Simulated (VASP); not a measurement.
# Zr8N9 (a cell with a defect) in VASP: single point with PBE

Aim: the single point of Zr8N9 (a cell with a defect) with PBE.

Everything below comes from runs of VASP 6.6.1. Logs are shortened: lines on timing, memory, paths and dates and some standing lists are left out, and cuts for length are marked.

### 1 The cell of the first run

The cell holds a defect, 17 atoms: a = 6.498 Å, b = 6.498 Å, c = 6.498 Å, α = 60.00°, β = 60.00°, γ = 60.00°.

### 2 Single point, PBE

INCAR

```
PREC     = Accurate       # precision mode
ENCUT    = 520            # plane-wave cutoff, eV
EDIFF    = 1E-6           # SCF threshold, eV
ISMEAR   = 0              # smearing method
SIGMA    = 0.1            # smearing width, eV
LREAL    = Auto         
LASPH    = True           # aspherical terms in the spheres
NELM     = 100            # most SCF steps
ALGO     = Normal         # electronic algorithm
ISIF     = 2              # what is computed and relaxed
LWAVE    = False          # write WAVECAR
LCHARG   = False          # write CHGCAR
GGA      = PE             # functional
NBANDS   = 84             # bands
```

KPOINTS

```
Automatic mesh
0
Gamma
  4 4 4
```

POSCAR

```
Zr8N9
1.0
    4.5945978679      0.0000000000     -4.5945978679
    0.0000000000      4.5945978679     -4.5945978679
    4.5945978679      4.5945978679      0.0000000000
Zr N
8 9
Direct
    0.2467974418      0.2532521960      0.7467480504
    0.2679250797      0.2414559515      0.2477566117
    0.2467974418      0.7517957173      0.7467484856
    0.2501409336      0.7532828986      0.2418875453
    0.7478032025      0.2414470280      0.7678965823
    0.7541835215      0.2662866338      0.2541362778
    0.7419530714      0.7532728869      0.7500954597
    0.7541831951      0.7239881695      0.2541368219
   -0.0018436869      0.4970585165      0.4981036569
    0.0094991991      0.4973690986     -0.0056433666
   -0.0018439046      1.0052757897      0.4981038745
    0.0518738542      0.9864925354     -0.0262648666
    0.4944043125      0.4973732339      0.5094430606
    0.4871506853      0.5295731139     -0.0129056996
    0.4737883625      0.9864776266      0.5518496010
    0.4871509029      0.9947763942     -0.0129059173
    0.6612222848      1.0880581160      0.1612562234
```

Potentials or basis: VASP PAW PBE potentials, release 64 (Zr_sv, N).

The run is started by

```bash
> cat potpaw_PBE.64/Zr_sv/POTCAR potpaw_PBE.64/N/POTCAR > POTCAR
> mpirun -np 1 vasp_std > vasp.out
```

OUTCAR:

```text
PREC = Accurate
   ENCUT = 520
   EDIFF = 1E-6
   ISMEAR = 0
   LREAL = Auto
   LASPH = True
   NELM = 100
   ISIF = 2
   GGA = PE

 ion  position               nearest neighbor table
   1  0.247  0.253  0.747-  15 2.13  12 2.13  16 2.21  10 2.26  13 2.26   9 2.29   5 3.21   2 3.21
                             4 3.23   7 3.23   3 3.24   6 3.25   6 3.25   3 3.26   7 3.26   4 3.26
   2  0.268  0.241  0.248-  17 2.10  11 2.33   9 2.33  16 2.34  14 2.34  10 2.35  15 2.36   5 3.12
                             1 3.21   3 3.21   6 3.24   8 3.24   4 3.25   4 3.25   8 3.26   6 3.26
   3  0.247  0.752  0.747-  15 2.13  12 2.13  14 2.21  10 2.26  13 2.26  11 2.29   5 3.21   2 3.21
                             4 3.23   7 3.23   1 3.24   8 3.25   8 3.25   1 3.26   7 3.26   4 3.26
   4  0.250  0.753  0.242-  12 2.16  14 2.20  16 2.20   9 2.34  11 2.34  13 2.35   7 3.20   6 3.22
                             8 3.22   1 3.23   3 3.23   2 3.25   2 3.25   1 3.26   3 3.26   8 3.28
   5  0.748  0.241  0.768-  17 2.10  11 2.33   9 2.33  16 2.34  14 2.34  13 2.35  12 2.36   2 3.12
                             1 3.21   3 3.21   6 3.24   8 3.24   7 3.25   7 3.25   8 3.26   6 3.26
   6  0.754  0.266  0.254-  17 1.96  13 2.24  10 2.24  11 2.24  14 2.45  12 2.58  15 2.58   8 2.97
                             7 3.22   4 3.22   2 3.24   5 3.24   1 3.25   1 3.25   5 3.26   2 3.26
   7  0.742  0.753  0.750-  15 2.15  16 2.20  14 2.20  11 2.34   9 2.34  10 2.35   4 3.20   6 3.22
                             8 3.22   1 3.23   3 3.23   5 3.25   5 3.25   3 3.26   1 3.26   8 3.28
   8  0.754  0.724  0.254-  17 1.96  13 2.24  10 2.24   9 2.24  16 2.45  12 2.58  15 2.58   6 2.97
                             7 3.22   4 3.22   2 3.24   5 3.24   3 3.25   3 3.25   5 3.26   2 3.26
   9  0.998  0.497  0.498-   8 2.24   1 2.29   2 2.33   5 2.33   7 2.34   4 2.34
  10  0.009  0.497  0.994-   6 2.24   8 2.24   3 2.26   1 2.26   2 2.35   7 2.35
  11  0.998  0.005  0.498-   6 2.24   3 2.29   2 2.33   5 2.33   7 2.34   4 2.34
  12  0.052  0.986  0.974-   1 2.13   3 2.13   4 2.16   5 2.36   8 2.58   6 2.58
  13  0.494  0.497  0.509-   6 2.24   8 2.24   3 2.26   1 2.26   5 2.35   4 2.35
  14  0.487  0.530  0.987-   7 2.20   4 2.20   3 2.21   5 2.34   2 2.34   6 2.45
  15  0.474  0.986  0.552-   3 2.13   1 2.13   7 2.15   2 2.36   8 2.58   6 2.58
  16  0.487  0.995  0.987-   7 2.20   4 2.20   1 2.21   5 2.34   2 2.34   8 2.45
  17  0.661  0.088  0.161-   6 1.96   8 1.96   2 2.10   5 2.10

  LATTYP: Found a face centered cubic cell.
 ALAT       =     9.1891957358

  Lattice vectors:

 A1 = (   4.5945978679,   0.0000000000,  -4.5945978679)
 A2 = (   0.0000000000,   4.5945978679,  -4.5945978679)
 A3 = (   4.5945978679,   4.5945978679,   0.0000000000)

Analysis of symmetry for initial positions (statically):
=====================================================================
 Subroutine PRICEL returns:
 Original cell was already a primitive cell.

 Routine SETGRP: Setting up the symmetry group for a
 face centered cubic supercell.

 Subroutine GETGRP returns: Found  2 space group operations
 (whereof  1 operations were pure point group operations)
 out of a pool of 48 trial point group operations.

The static configuration has the point symmetry C_1 .
 The point group associated with its full space group is C_1h.

Analysis of symmetry for dynamics (positions and initial velocities):
=====================================================================
 Subroutine PRICEL returns:
 Original cell was already a primitive cell.

 Routine SETGRP: Setting up the symmetry group for a
 face centered cubic supercell.

 Subroutine GETGRP returns: Found  2 space group operations
 (whereof  1 operations were pure point group operations)
 out of a pool of 48 trial point group operations.

The dynamic configuration has the point symmetry C_1 .
 The point group associated with its full space group is C_1h.

 Subroutine INISYM returns: Found  2 space group operations
 (whereof  1 operations are pure point group operations),
 and found     1 'primitive' translations

----------------------------------------------------------------------------------------

                                     Primitive cell

  volume of cell :     193.9870

  direct lattice vectors                    reciprocal lattice vectors
     4.594597868  0.000000000 -4.594597868     0.108823452 -0.108823452 -0.108823452
     0.000000000  4.594597868 -4.594597868    -0.108823452  0.108823452 -0.108823452
     4.594597868  4.594597868  0.000000000     0.108823452  0.108823452  0.108823452

  length of vectors
     6.497742618  6.497742618  6.497742618     0.188487748  0.188487748  0.188487748

  position of ions in fractional coordinates (direct lattice)
     0.246797442  0.253252196  0.746748050
     0.267925080  0.241455952  0.247756612
     0.246797442  0.751795717  0.746748486
     0.250140934  0.753282899  0.241887545
     0.747803203  0.241447028  0.767896582
     0.754183522  0.266286634  0.254136278
[... 9 lines left out ...]
     0.487150903  0.994776394  0.987094083
     0.661222285  0.088058116  0.161256223

  ion indices of the primitive-cell ions
   primitive index   ion index
                 1           1
                 2           2
                 3           3
                 4           4
                 5           5
                 6           6
[... 9 lines left out ...]
                16          16
                17          17

----------------------------------------------------------------------------------------

 KPOINTS: Automatic mesh

Automatic generation of k-mesh.
 Grid dimensions read from file:
 generate k-points for:    4    4    4

 Generating k-lattice:

  Cartesian coordinates                     Fractional coordinates (reciprocal lattice)
     0.027205863 -0.027205863 -0.027205863     0.250000000  0.000000000  0.000000000
    -0.027205863  0.027205863 -0.027205863     0.000000000  0.250000000  0.000000000
     0.027205863  0.027205863  0.027205863     0.000000000  0.000000000  0.250000000

  Length of vectors
     0.047121937  0.047121937  0.047121937

  Shift w.r.t. Gamma in fractional coordinates (k-lattice)
     0.000000000  0.000000000  0.000000000

 Subroutine IBZKPT returns following result:
 ===========================================

 Found     24 irreducible k-points:

 Following reciprocal coordinates:
            Coordinates               Weight
  0.000000  0.000000  0.000000      1.000000
  0.250000  0.000000  0.000000      2.000000
  0.000000  0.250000  0.000000      4.000000
  0.000000  0.000000  0.250000      2.000000
  0.500000  0.000000  0.000000      1.000000
  0.000000  0.500000  0.000000      2.000000
[... 16 lines left out ...]
 -0.250000  0.500000  0.250000      2.000000
  0.250000 -0.250000  0.500000      4.000000
   k-points           NKPTS =     24   k-points in BZ     NKDIM =     24   number of bands    NBANDS=     84
   number of dos      NEDOS =    301   number of ions     NIONS =     17
   total plane-waves  NPLWV = 110592
   dimension x,y,z NGX =    48 NGY =   48 NGZ =   48
   dimension x,y,z NGXF=    96 NGYF=   96 NGZF=   96
   ions per type =               8   9
   NGX,Y,Z   is equivalent  to a cutoff of  12.28, 12.28, 12.28 a.u.
   NGXF,Y,Z  is equivalent  to a cutoff of  24.56, 24.56, 24.56 a.u.
 SYSTEM =  unknown system
   PREC   = accura    normal or accurate (medium, high low for compatibility)
   ISTART =      0    job   : 0-new  1-cont  2-samecut
   ICHARG =      2    charge: 1-file 2-atom 10-const
   ISPIN  =      1    spin polarized calculation?
   LNONCOLLINEAR =      F non collinear calculations
   LSORBIT =      F    spin-orbit coupling
   LASPH  =      T    aspherical Exc in radial PAW
   ENCUT  =  520.0 eV  38.22 Ry    6.18 a.u.  12.08 12.08 12.08*2*pi/ulx,y,z
   NELM   =    100;   NELMIN=  2; NELMDL= -5     # of ELM steps
   EDIFF  = 0.1E-05   stopping-criterion for ELM
   LREAL  =      T    real-space projection
   EDIFFG = 0.1E-04   stopping-criterion for IOM
   NSW    =      0    number of steps for IOM
   IBRION =     -1    ionic relax: 0-MD 1-quasi-New 2-CG
   NFREE  =      0    steps in history (QN), initial steepest desc. (CG)
   ISIF   =      2    stress and relaxation
   ISYM   =      2    0-nonsym 1-usesym 2-fastsym
   POTIM  = 0.5000    time-step for ionic-motion
   TEBEG  =    0.0;   TEEND  =   0.0 temperature during run
   PSTRESS=    0.0 pullay stress
   NELECT =     141.0000    total number of electrons
   NUPDOWN=      -1.0000    fix difference up-down
   EMIN   =  10.00;   EMAX   =-10.00  energy-range for DOS
   EFERMI =   0.00;   METHOD = LEGACY
   ISMEAR =     0;   SIGMA  =   0.10  broadening in eV -4-tet -1-fermi 0-gaus
   EFERMI_NEDOS =   21; number of points for ismear=-14 and -15
   IALGO  =     38    algorithm
   IMIX   =      4    mixing-type and parameters
     AMIX     =   0.40;   BMIX     =  1.00
     AMIX_MAG =   1.60;   BMIX_MAG =  1.00
  volume/ion in A,a.u.               =      11.41        77.01
  Fermi-wavevector in a.u.,A,eV,Ry     =   1.471941  2.781565 29.478518  2.166610
  Thomas-Fermi vector in A             =   2.587016
   LORBIT       =      0    0 simple, 1 ext, 2 COOP (PROOUT), +10 PAW based schemes
   GGA     = PE    functional components
   LHFCALC =     F    Hartree Fock is set to
   AEXX    =    0.0000 exact exchange contribution
   IVDW    =     0    specifies the selected vdW correction
   LEPSILON=     F    determine dielectric tensor
   LRPA    =     F    only Hartree local field effects (RPA)
 non-spin polarized calculation
 Gauss-broadening in eV      SIGMA  =   0.10
  energy-cutoff  :      520.00
  volume of cell :      193.99
 maximum number of plane-waves:      5238
   NGX = 25   NGY = 25   NGZ = 25

 number of electron     141.0000002 magnetization

 Free energy of the ion-electron system (eV)
  ---------------------------------------------------
  ext. energy  EPLUGINS =         0.00000000
  ---------------------------------------------------
  free energy    TOTEN  =      -167.41249887 eV

  energy without entropy =     -167.38012055  energy(sigma->0) =     -167.39630971

 E-fermi :  12.0152     XC(G=0): -12.6251

 val. band max:       12.0117805525   @ k =   0.0000  -0.2500   0.2500
 cond. band min:      12.0290224411   @ k =  -0.2500   0.5000  -0.2500
 fundamental gap:      0.0172418885
 Fermi energy:        12.0152270598

 k-point     1 :       0.0000    0.0000    0.0000
  band No.  band energies     occupation
      1     -37.4309      2.00000
      2     -37.3445      2.00000
      3     -37.2932      2.00000
      4     -37.2411      2.00000
      5     -37.2261      2.00000
      6     -37.1919      2.00000
[... 74 lines left out ...]
     81      15.1733      0.00000
     82      15.1794      0.00000

 k-point     2 :       0.2500    0.0000    0.0000
  band No.  band energies     occupation
      1     -37.4154      2.00000
      2     -37.3523      2.00000
      3     -37.2885      2.00000
      4     -37.2397      2.00000
      5     -37.2299      2.00000
      6     -37.1971      2.00000
[... 74 lines left out ...]
     81      14.8638      0.00000
     82      15.1272      0.00000
[... 1783 lines left out ...]
     81      14.4659      0.00000
     82      14.8549      0.00000

 k-point    24 :       0.2500   -0.2500    0.5000
  band No.  band energies     occupation
      1     -37.3875      2.00000
      2     -37.3552      2.00000
      3     -37.2816      2.00000
      4     -37.2633      2.00000
      5     -37.2254      2.00000
      6     -37.2017      2.00000
[... 74 lines left out ...]
     81      14.6595      0.00000
     82      14.7726      0.00000
 [bands above 82 left out]

------------------------ aborting loop because EDIFF is reached ----------------------------------------

  FORCE on cell =-STRESS in cart. coord.  units (eV):
  Direction    XX          YY          ZZ          XY          YZ          ZX
  --------------------------------------------------------------------------------------
  -------------------------------------------------------------------------------------
  Total       15.7438315     20.8876093     20.8876093      0.0001036      1.7862282      0.0001036
  in kB      130.0314785    172.5149761    172.5149761      0.0008556     14.7528188      0.0008560
  external PRESSURE =     158.3538102 kB  Pullay stress =       0.0000000 kB

 VOLUME and BASIS-vectors are now :
 -----------------------------------------------------------------------------
  energy-cutoff  :      520.00
  volume of cell :      193.99
      direct lattice vectors                 reciprocal lattice vectors
     4.594597868  0.000000000 -4.594597868     0.108823452 -0.108823452 -0.108823452
     0.000000000  4.594597868 -4.594597868    -0.108823452  0.108823452 -0.108823452
     4.594597868  4.594597868  0.000000000     0.108823452  0.108823452  0.108823452

 POSITION                                       TOTAL-FORCE (eV/Angst)
 -----------------------------------------------------------------------------------
      4.56494      4.59460     -2.29753         0.125143     -0.068826      0.068604
      2.36935      2.24773     -2.34040         0.245852     -0.003969     -0.003969
      4.56494      6.88521     -4.58813         0.125143      0.068604     -0.068826
      2.26067      4.57241     -4.61033         0.022209     -0.068816     -0.068816
      6.96403      4.63753     -4.54521         0.245981      0.004800      0.004800
      4.63282      2.39113     -4.68865         0.208344     -0.522665      0.522736
[... 9 lines left out ...]
      6.77356      9.10590     -6.80886        -0.136951     -0.224418      0.224584
      3.77896      1.14550     -3.44264        -2.635847     -0.001988     -0.001988
 -----------------------------------------------------------------------------------
    total drift:                                0.003191     -0.010298      0.010880

  FREE ENERGIE OF THE ION-ELECTRON SYSTEM (eV)
  ---------------------------------------------------
  free  energy   TOTEN  =      -167.4124988717 eV

  energy  without entropy=     -167.3801205513  energy(sigma->0) =     -167.39630971
```

Run time: 8.4 min. Hardware: 1 thread of Intel Xeon 6975P-C (Granite Rapids), shared host; peak memory 0.47 GiB.

Results:

```yaml
Free_energy: -167.4125 eV
Pressure: 15.8 GPa
Largest_force: 2.636 eV/Å
Band_gap_on_the_k_mesh: zero (an odd number of electrons rules out a gap without spin polarisation)
```

Forces on the atoms (eV/Å):
```
Zr   0.125 -0.069  0.069
Zr   0.246 -0.004 -0.004
Zr   0.125  0.069 -0.069
Zr   0.022 -0.069 -0.069
Zr   0.246  0.005  0.005
Zr   0.208 -0.523  0.523
Zr   0.022  0.069  0.069
Zr   0.208  0.523 -0.523
N    0.048  0.020 -0.020
N    0.142  0.192  0.192
N    0.048 -0.020  0.020
N    0.663 -0.144 -0.144
N    0.142 -0.192 -0.192
N   -0.137  0.225 -0.224
N    0.663  0.145  0.145
N   -0.137 -0.224  0.225
N   -2.636 -0.002 -0.002
```

Stress tensor (GPa, compression positive):
```
13.00  0.00  0.00
 0.00 17.25  1.48
 0.00  1.48 17.25
```
